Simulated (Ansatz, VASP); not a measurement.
Hf2Si5 in VASP and in Ansatz

INCAR

```
SYSTEM = Hf2Si5
  PREC = Accurate
  ENCUT = 400
  EDIFF = 1E-6
  ISMEAR = 0
  SIGMA = 0.1
  LREAL = .FALSE.
  LASPH = .TRUE.
  NELM = 120
  ALGO = Normal
  ISIF = 2
  LWAVE = .FALSE.
  LCHARG = .TRUE.
  LDIPOL = .TRUE.
  IDIPOL = 3
  DIPOL = 0.5 0.5 0.500
  GGA = PS
  LELF = .TRUE.
  LVHAR = .TRUE.
  LVACPOTAV = .TRUE.
  NBANDS = 53
  GGA_COMPAT = .FALSE.
  NELMDL = -8
```

KPOINTS

```
Automatic mesh
0
G
  10 10 1
  0 0 0
```

Contents of POSCAR:

```
Hf2Si5
1.0
    3.6361020676      0.0000000000      0.0000000000
    0.0000000000      3.6500013242      0.0000000000
    0.0000000000      0.0000000000     29.3512961764
Si Hf
10 4
Direct
    0.2500000000      0.5000000000      0.2555253422
    0.7500000000      0.0000000000      0.2557398821
    0.2500000000      0.0000000000      0.3508467669
    0.7500000000      0.0000000000      0.4047858453
    0.2500000000      0.0000000000      0.4998927301
    0.7500000000      0.5000000000      0.5001072699
    0.2500000000      0.5000000000      0.5952141547
    0.7500000000      0.5000000000      0.6491532331
    0.2500000000      0.5000000000      0.7442601179
    0.7500000000      0.0000000000      0.7444746578
    0.7500000000      0.5000000000      0.3266475211
    0.2500000000      0.5000000000      0.4289850911
    0.7500000000      0.0000000000      0.5710149089
    0.2500000000      0.0000000000      0.6733524789
```

Input for Ansatz:

```yaml
crystal:
  lattice:
    - [3.6361020676, 0.0, 0.0]
    - [0.0, 3.6500013242, 0.0]
    - [0.0, 0.0, 29.3512961764]
  atoms:
    - { symbol: Si, position: [0.25, 0.5, 0.2555253422] }
    - { symbol: Si, position: [0.75, 0.0, 0.2557398821] }
    - { symbol: Hf, position: [0.75, 0.5, 0.3266475211] }
    - { symbol: Si, position: [0.25, 0.0, 0.3508467669] }
    - { symbol: Si, position: [0.75, 0.0, 0.4047858453] }
    - { symbol: Hf, position: [0.25, 0.5, 0.4289850911] }
    - { symbol: Si, position: [0.25, 0.0, 0.4998927301] }
    - { symbol: Si, position: [0.75, 0.5, 0.5001072699] }
    - { symbol: Hf, position: [0.75, 0.0, 0.5710149089] }
    - { symbol: Si, position: [0.25, 0.5, 0.5952141547] }
    - { symbol: Si, position: [0.75, 0.5, 0.6491532331] }
    - { symbol: Hf, position: [0.25, 0.0, 0.6733524789] }
    - { symbol: Si, position: [0.25, 0.5, 0.7442601179] }
    - { symbol: Si, position: [0.75, 0.0, 0.7444746578] }
basis:
  ecutwfc: 420
kpoints:
  mp_grid: { grid: [10, 10, 1] }
hamiltonian:
  xc: pbesol
scf:
  occupations: { method: gaussian, width: 0.1 }
output:
  forces: true
  stress: true
  eigenvalues: true
efield:
  axis: 3
  dipole_correction: true
```

Alike in both runs: task single point; functional PBEsol; k mesh 10 × 10 × 1; occupations gaussian, width 0.1 eV; no spin polarisation.

```csv
,VASP,Ansatz
version,VASP 6.6.1,Ansatz 0.2.0
potentials or method,"VASP PAW PBE potentials, release 64 (Si, Hf_pv), cutoff 400 eV","scalar-relativistic, plane waves, PAW"
valence electrons in the cell,80,144
```

|  | VASP | Ansatz | Ansatz less VASP |
| --- | --- | --- | --- |
| gap on the k mesh at the Fermi level (eV) | none | none | - |
| rms of the force components (eV/Å) | 0.232 | 0.233 | +0.0009 |
| work function, face that differs most (eV) | 5.28 | 5.28 | +0.001 |

VASP's potentials were made for PBE, not for PBEsol. A gap of «none» marks a metal or a gap that the smearing closes. VASP's potentials hold 80 valence electrons a cell and Ansatz's 144, so a difference there can come from the potentials and not from the codes.

Spin-orbit coupling is off throughout.
